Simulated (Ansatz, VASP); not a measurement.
**GaAs: VASP beside Ansatz**

INCAR

```
PREC     = Accurate       # precision mode
ENCUT    = 600            # plane-wave cutoff, eV
EDIFF    = 1E-6           # SCF threshold, eV
ISMEAR   = 0              # smearing method
SIGMA    = 0.02           # smearing width, eV
LREAL    = False          # projectors in reciprocal space
LASPH    = True           # aspherical terms in the spheres
NELM     = 80             # most SCF steps
ALGO     = Normal         # electronic algorithm
ISIF     = 3              # what is computed and relaxed
LWAVE    = False          # write WAVECAR
LCHARG   = False          # write CHGCAR
IBRION   = 2              # ionic algorithm
NSW      = 100            # ionic steps
EDIFFG   = -0.005         # ionic threshold
```

KPOINTS

```
regular mesh
0
Gamma
  12 12 12
```

File POSCAR:

```
GaAs
1.0
    0.0000000000      2.8016907960      2.8016907960
    2.8016907960      0.0000000000      2.8016907960
    2.8016907960      2.8016907960      0.0000000000
Ga As
1 1
Direct
    0.0000000000      0.0000000000      0.0000000000
    0.7500000000      0.7500000000      0.7500000000
```

Input for Ansatz:

```yaml
crystal:
  lattice:
    - [0.0, 2.801690796, 2.801690796]
    - [2.801690796, 0.0, 2.801690796]
    - [2.801690796, 2.801690796, 0.0]
  atoms:
    - { symbol: Ga, position: [0.0, 0.0, 0.0] }
    - { symbol: As, position: [0.75, 0.75, 0.75] }
basis:
  ecutwfc: 420
kpoints:
  mp_grid: { grid: [12, 12, 12] }
hamiltonian:
  xc: lda
scf:
  occupations: { method: gaussian, width: 0.02 }
output:
  forces: true
  stress: true
  eigenvalues: true
relax:
  adjacent_minimum: "off"
  f_tol: 0.005
  max_steps: 80
  cell: { stress_tol: 0.05 }
```

Alike in both runs: task relaxation of cell and atoms; functional LDA; k mesh 12 × 12 × 12; occupations gaussian, width 0.02 eV; no spin polarisation.

```csv
,VASP,Ansatz
version,VASP 6.6.1,Ansatz 0.2.0
potentials or method,"VASP PAW LDA potentials, release 64 (Ga_d, As), cutoff 600 eV","scalar-relativistic, plane waves, PAW"
valence electrons in the cell,18,28
```

```csv
,VASP,Ansatz,Ansatz less VASP
"gap on the k mesh at the Fermi level, each at its own relaxed structure (eV)",0.50,0.49,-0.019
relaxed volume (Å³/atom),22.08,21.99,-0.088
relaxed cell length with the largest relative difference (Å),3.967,3.962,-0.0053
```

LDA's correlation is that of Perdew and Zunger in VASP and of Perdew and Wang (1992) in Ansatz. VASP's potentials hold 18 valence electrons a cell and Ansatz's 28, so a difference there can come from the potentials and not from the codes.
